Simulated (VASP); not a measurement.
# Ga7SiN8 (a cell with a defect) in VASP: notebook

Ga7SiN8 (a cell with a defect) is run at these levels: PBEsol; tasks: single point.

Everything below comes from runs of VASP 6.6.1. Logs are shortened: lines on timing, memory, paths and dates and some standing lists are left out, and cuts for length are marked.

### 1 The cell of the first run

The cell holds a defect, 16 atoms: a = 6.365 Å, b = 5.513 Å, c = 5.186 Å, α = 90.00°, β = 90.00°, γ = 90.00°.

### 2 Single point, PBEsol, collinear spin

INCAR reads:

```
  PREC = Accurate
  ENCUT = 520
  EDIFF = 1E-7
  ISMEAR = -1
  SIGMA = 0.05
  LREAL = Auto
  LASPH = T
  NELM = 150
  ALGO = Normal
  ISIF = 2
  LWAVE = F
  LCHARG = T
  ISPIN = 2
  MAGMOM = 0 0 0 0 0 0 0 0.2 0 0.2 0.2 0.2 0 0 0 0.2
  LORBIT = 11
  GGA = PS
  LELF = T
  LVHAR = T
  NBANDS = 86
  NELECT = 133.0
```

KPOINTS reads:

```
Automatic mesh
0
Gamma
  2 2 2
  0.5 0.5 0.5
```

POSCAR reads:

```
Ga7SiN8
1.0
    6.3654920000      0.0000000000      0.0000000000
    0.0000000000      5.5126780000      0.0000000000
    0.0000000000      0.0000000000      5.1856180000
Ga Si N
7 1 8
Direct
    0.2346610000      0.1778810000      0.4891690000
    0.0050330000      0.6767720000      0.5014440000
    0.7507450000      0.1639490000      0.5057440000
    0.9952070000      0.3393340000      0.0100550000
    0.5006460000      0.3306780000      0.0108370000
    0.2538370000      0.8475700000      0.0201970000
    0.7585870000      0.8244780000      0.0012680000
    0.4974530000      0.6688710000      0.4916080000
    0.0005080000      0.3329840000      0.3629260000
    0.5016160000      0.3206120000      0.3827970000
    0.2432250000      0.8293580000      0.3880900000
    0.7501810000      0.8326560000      0.3816330000
    0.2337440000      0.1844750000      0.8855830000
    0.0089650000      0.6572350000      0.8891960000
    0.7509310000      0.1665510000      0.8729140000
    0.4985720000      0.6700350000      0.8687090000
```

Potentials or basis: VASP PAW PBE potentials, release 64 (Ga_d, Si, N).

Command:

```sh
cat potpaw_PBE.64/Ga_d/POTCAR potpaw_PBE.64/Si/POTCAR potpaw_PBE.64/N/POTCAR > POTCAR
mpirun -np 1 vasp_std > vasp.out
```

OUTCAR:

```text
PREC = Accurate
   ENCUT = 520
   EDIFF = 1E-7
   ISMEAR = -1
   LREAL = Auto
   LASPH = T
   NELM = 150
   ISIF = 2
   ISPIN = 2
   LORBIT = 11
   GGA = PS
   NELECT = 133.0

 ion  position               nearest neighbor table
   1  0.235  0.178  0.489-   9 1.84  10 1.95  11 1.99  13 2.06
   2  0.005  0.677  0.501-  11 1.83  12 1.94  14 2.01   9 2.03
   3  0.751  0.164  0.506-  15 1.90  10 1.91  12 1.94   9 1.99
   4  0.995  0.339  0.010-   9 1.83  13 1.86  14 1.86  15 1.96
   5  0.501  0.331  0.011-  10 1.93  15 1.97  13 1.99  16 2.01
   6  0.254  0.848  0.020-  11 1.91  13 1.99  14 2.00  16 2.00
[... 8 lines left out ...]
  15  0.751  0.167  0.873-   3 1.90   4 1.96   5 1.97   7 2.00
  16  0.499  0.670  0.869-   8 1.96   7 1.98   6 2.00   5 2.01

  LATTYP: Found a simple orthorhombic cell.
 ALAT       =     5.1856180000
 B/A-ratio  =     1.0630705926
 C/A-ratio  =     1.2275281365

  Lattice vectors:

 A1 = (   0.0000000000,   0.0000000000,  -5.1856180000)
 A2 = (   0.0000000000,   5.5126780000,   0.0000000000)
 A3 = (   6.3654920000,   0.0000000000,   0.0000000000)

Analysis of symmetry for initial positions (statically):
=====================================================================
 Subroutine PRICEL returns:
 Original cell was already a primitive cell.

 Routine SETGRP: Setting up the symmetry group for a
 simple orthorhombic supercell.

 Subroutine GETGRP returns: Found  1 space group operations
 (whereof  1 operations were pure point group operations)
 out of a pool of  8 trial point group operations.

The static configuration has the point symmetry C_1 .

Analysis of symmetry for dynamics (positions and initial velocities):
=====================================================================
 Subroutine PRICEL returns:
 Original cell was already a primitive cell.

 Routine SETGRP: Setting up the symmetry group for a
 simple orthorhombic supercell.

 Subroutine GETGRP returns: Found  1 space group operations
 (whereof  1 operations were pure point group operations)
 out of a pool of  8 trial point group operations.

The dynamic configuration has the point symmetry C_1 .

Analysis of structural, dynamic, and magnetic symmetry:
=====================================================================
 Subroutine PRICEL returns:
 Original cell was already a primitive cell.

 Routine SETGRP: Setting up the symmetry group for a
 simple orthorhombic supercell.

 Subroutine GETGRP returns: Found  1 space group operations
 (whereof  1 operations were pure point group operations)
 out of a pool of  8 trial point group operations.

The overall configuration has the point symmetry C_1 .

 Subroutine INISYM returns: Found  1 space group operations
 (whereof  1 operations are pure point group operations),
 and found     1 'primitive' translations

----------------------------------------------------------------------------------------

                                     Primitive cell

  volume of cell :     181.9680

  direct lattice vectors                    reciprocal lattice vectors
     6.365492000  0.000000000  0.000000000     0.157097048  0.000000000  0.000000000
     0.000000000  5.512678000  0.000000000     0.000000000  0.181400038  0.000000000
     0.000000000  0.000000000  5.185618000     0.000000000  0.000000000  0.192841046

  length of vectors
     6.365492000  5.512678000  5.185618000     0.157097048  0.181400038  0.192841046

  position of ions in fractional coordinates (direct lattice)
     0.234661000  0.177881000  0.489169000
     0.005033000  0.676772000  0.501444000
     0.750745000  0.163949000  0.505744000
     0.995207000  0.339334000  0.010055000
     0.500646000  0.330678000  0.010837000
     0.253837000  0.847570000  0.020197000
[... 8 lines left out ...]
     0.750931000  0.166551000  0.872914000
     0.498572000  0.670035000  0.868709000

  ion indices of the primitive-cell ions
   primitive index   ion index
                 1           1
                 2           2
                 3           3
                 4           4
                 5           5
                 6           6
[... 43 lines left out ...]
   k-points           NKPTS =      4   k-points in BZ     NKDIM =      4   number of bands    NBANDS=     86
   number of dos      NEDOS =    301   number of ions     NIONS =     16
   total plane-waves  NPLWV =  80640
   dimension x,y,z NGX =    48 NGY =   42 NGZ =   40
   dimension x,y,z NGXF=    96 NGYF=   84 NGZF=   80
   ions per type =               7   1   8
   NGX,Y,Z   is equivalent  to a cutoff of  12.54, 12.67, 12.82 a.u.
   NGXF,Y,Z  is equivalent  to a cutoff of  25.07, 25.33, 25.65 a.u.
 SYSTEM =  unknown system
   PREC   = accura    normal or accurate (medium, high low for compatibility)
   ISTART =      0    job   : 0-new  1-cont  2-samecut
   ICHARG =      2    charge: 1-file 2-atom 10-const
   ISPIN  =      2    spin polarized calculation?
   LNONCOLLINEAR =      F non collinear calculations
   LSORBIT =      F    spin-orbit coupling
   LASPH  =      T    aspherical Exc in radial PAW
   ENCUT  =  520.0 eV  38.22 Ry    6.18 a.u.  11.84 10.25  9.64*2*pi/ulx,y,z
   NELM   =    150;   NELMIN=  2; NELMDL= -5     # of ELM steps
   EDIFF  = 0.1E-06   stopping-criterion for ELM
   LREAL  =      T    real-space projection
   EDIFFG = 0.1E-05   stopping-criterion for IOM
   NSW    =      0    number of steps for IOM
   IBRION =     -1    ionic relax: 0-MD 1-quasi-New 2-CG
   NFREE  =      0    steps in history (QN), initial steepest desc. (CG)
   ISIF   =      2    stress and relaxation
   ISYM   =      2    0-nonsym 1-usesym 2-fastsym
   POTIM  = 0.5000    time-step for ionic-motion
   TEBEG  =    0.0;   TEEND  =   0.0 temperature during run
   PSTRESS=    0.0 pullay stress
   NELECT =     133.0000    total number of electrons
   NUPDOWN=      -1.0000    fix difference up-down
   EMIN   =  10.00;   EMAX   =-10.00  energy-range for DOS
   EFERMI =   0.00;   METHOD = LEGACY
   ISMEAR =    -1;   SIGMA  =   0.05  broadening in eV -4-tet -1-fermi 0-gaus
   EFERMI_NEDOS =   21; number of points for ismear=-14 and -15
   IALGO  =     38    algorithm
   IMIX   =      4    mixing-type and parameters
     AMIX     =   0.40;   BMIX     =  1.00
     AMIX_MAG =   1.60;   BMIX_MAG =  1.00
  volume/ion in A,a.u.               =      11.37        76.75
  Fermi-wavevector in a.u.,A,eV,Ry     =   1.474666  2.786715 29.587771  2.174640
  Thomas-Fermi vector in A             =   2.589409
   LORBIT       =     11    0 simple, 1 ext, 2 COOP (PROOUT), +10 PAW based schemes
   GGA     = PS    functional components
   LHFCALC =     F    Hartree Fock is set to
   AEXX    =    0.0000 exact exchange contribution
   IVDW    =     0    specifies the selected vdW correction
   LEPSILON=     F    determine dielectric tensor
   LRPA    =     F    only Hartree local field effects (RPA)
 spin polarized calculation
  energy-cutoff  :      520.00
  volume of cell :      181.97
 maximum number of plane-waves:      4899
   NGX = 23   NGY = 21   NGZ = 19

 number of electron     132.9999985 magnetization       0.7849903

 Free energy of the ion-electron system (eV)
  ---------------------------------------------------
  ext. energy  EPLUGINS =         0.00000000
  ---------------------------------------------------
  free energy    TOTEN  =      -118.77702643 eV

  energy without entropy =     -118.72856247  energy(sigma->0) =     -118.75279445

 E-fermi :   4.7348     XC(G=0): -11.6878

 val. band max:        4.6531957610   @ k =  -0.2500   0.2500  -0.2500
 cond. band min:       4.7769276639   @ k =   0.2500   0.2500   0.2500
 fundamental gap:      0.1237319029
 Fermi energy:         4.7347860595

 spin component 1

 k-point     1 :       0.2500    0.2500    0.2500
  band No.  band energies     occupation
      1     -10.6035      1.00000
      2     -10.0295      1.00000
      3      -9.8634      1.00000
      4      -9.6734      1.00000
      5      -9.6445      1.00000
      6      -9.4869      1.00000
[... 313 lines left out ...]
     77      11.9766      0.00000
     78      12.4850      0.00000
 Fermi energy:         4.7347860595

 spin component 2

 k-point     1 :       0.2500    0.2500    0.2500
  band No.  band energies     occupation
      1     -10.5581      1.00000
      2      -9.9714      1.00000
      3      -9.8115      1.00000
      4      -9.6245      1.00000
      5      -9.5404      1.00000
      6      -9.3729      1.00000
[... 313 lines left out ...]
     77      12.0201      0.00000
     78      12.5411      0.00000
 [bands above 78 left out]

------------------------ aborting loop because EDIFF is reached ----------------------------------------

  FORCE on cell =-STRESS in cart. coord.  units (eV):
  Direction    XX          YY          ZZ          XY          YZ          ZX
  --------------------------------------------------------------------------------------
  -------------------------------------------------------------------------------------
  Total      -24.2285573    -28.5212556    -22.9892740     -1.4203816     -1.4324953     -0.2135583
  in kB     -213.3256182   -251.1216174   -202.4140784    -12.5060597    -12.6127175     -1.8803210
  external PRESSURE =    -222.2871047 kB  Pullay stress =       0.0000000 kB

 VOLUME and BASIS-vectors are now :
 -----------------------------------------------------------------------------
  energy-cutoff  :      520.00
  volume of cell :      181.97
      direct lattice vectors                 reciprocal lattice vectors
     6.365492000  0.000000000  0.000000000     0.157097048  0.000000000  0.000000000
     0.000000000  5.512678000  0.000000000     0.000000000  0.181400038  0.000000000
     0.000000000  0.000000000  5.185618000     0.000000000  0.000000000  0.192841046

 POSITION                                       TOTAL-FORCE (eV/Angst)
 -----------------------------------------------------------------------------------
      1.49373      0.98060      2.53664         1.121206     -0.438385      1.797296
      0.03204      3.73083      2.60030        -1.299969     -1.924059      1.291371
      4.77886      0.90380      2.62260         0.467796      0.561282     -0.029528
      6.33498      1.87064      0.05214        -0.632040     -0.299903     -0.831608
      3.18686      1.82292      0.05620        -0.228640      0.057311     -1.089951
      1.61580      4.67238      0.10473        -0.372750     -0.248222     -1.743069
[... 8 lines left out ...]
      4.78005      0.91814      4.52660        -0.349973     -0.417010      0.679628
      3.17366      3.69369      4.50479         0.056529     -0.034918     -1.587539
 -----------------------------------------------------------------------------------
    total drift:                               -0.004429      0.000954     -0.002260

  FREE ENERGIE OF THE ION-ELECTRON SYSTEM (eV)
  ---------------------------------------------------
  free  energy   TOTEN  =      -118.7770264282 eV

  energy  without entropy=     -118.7285624682  energy(sigma->0) =     -118.75279445

 total charge

# of ion       s       p       d       tot
------------------------------------------
    1        0.774   0.852  10.165  11.791
    2        0.770   0.862  10.170  11.801
    3        0.771   0.880  10.177  11.827
    4        0.799   0.992  10.232  12.023
    5        0.770   0.819  10.142  11.730
    6        0.769   0.821  10.143  11.734
[... 8 lines left out ...]
   15        1.226   2.437   0.000   3.663
   16        1.224   2.411   0.000   3.634
--------------------------------------------------
tot         15.876  26.409  71.173 113.458

 magnetization (x)

# of ion       s       p       d       tot
------------------------------------------
    1       -0.002   0.001   0.006   0.005
    2       -0.002   0.000   0.005   0.003
    3       -0.002   0.001   0.007   0.005
    4       -0.005   0.012   0.023   0.030
    5       -0.005   0.007   0.012   0.014
    6       -0.005   0.005   0.010   0.011
[... 8 lines left out ...]
   15        0.003   0.119   0.000   0.122
   16        0.002   0.083   0.000   0.085
--------------------------------------------------
tot         -0.013   0.579   0.073   0.639
```

It took 5.6 min on 1 thread of Oxide Virtual Turin-like, shared host; peak memory 0.33 GiB.

What came out:

```
Free energy                                           : -118.7770 eV
Largest force                                         : 3.616 eV/Å
Net moment                                            : 0.78 μB per cell
Site moments                                          : Ga +0.01, +0.00, +0.03; Si -0.00; N +0.05, +0.02, +0.13, +0.11, +0.12, +0.09 μB
Valence electrons inside the program's atomic spheres : Ga 11.79, 11.80, 11.83, 12.02, 11.73, 11.74; Si 1.38; N 3.72, 3.68, 3.65, 3.67, 3.66, 3.63
```

Forces in eV/Å, atoms in the order of the input:
```
Ga   1.121 -0.438  1.797
Ga  -1.300 -1.924  1.291
Ga   0.468  0.561 -0.030
Ga  -0.632 -0.300 -0.832
Ga  -0.229  0.057 -1.090
Ga  -0.373 -0.248 -1.743
Ga  -0.214  0.682 -0.368
Si   0.313 -0.373  1.295
N   -1.272  0.586  1.841
N   -0.498  3.246  0.375
N    3.610 -0.123  0.177
N   -2.311 -1.387  0.200
N    1.780 -1.485 -0.942
N   -0.171  1.599 -1.065
N   -0.350 -0.417  0.680
N    0.057 -0.035 -1.588
```

Levels at points of the mesh, in eV from the Fermi level:
Spin up:
```
           k point  band 65  band 66  band 67  band 68  band 69  band 70
(0.25, 0.25, 0.25)    -0.68    -0.24    -0.15     4.18     4.75     5.21
```
Spin down:
| k point | band 62 | band 63 | band 64 | band 65 | band 66 | band 67 | band 68 | band 69 | band 70 | band 71 |
| --- | --- | --- | --- | --- | --- | --- | --- | --- | --- | --- |
| (0.25, 0.25, 0.25) | -0.99 | -0.81 | -0.72 | -0.53 | -0.13 | 0.04 | 4.23 | 4.79 | 5.24 | 5.47 |

Caveat: the k points lie up to 0.61 Å⁻¹ apart; the cell carries a net charge on a neutralising background, which shifts energy and pressure; the cell is charged against a uniform background, so pressure and absolute levels hang on convention; the PAW data sets were made with another functional, which shifts forces and pressure a little.

(Continued in part 2 of 2.)
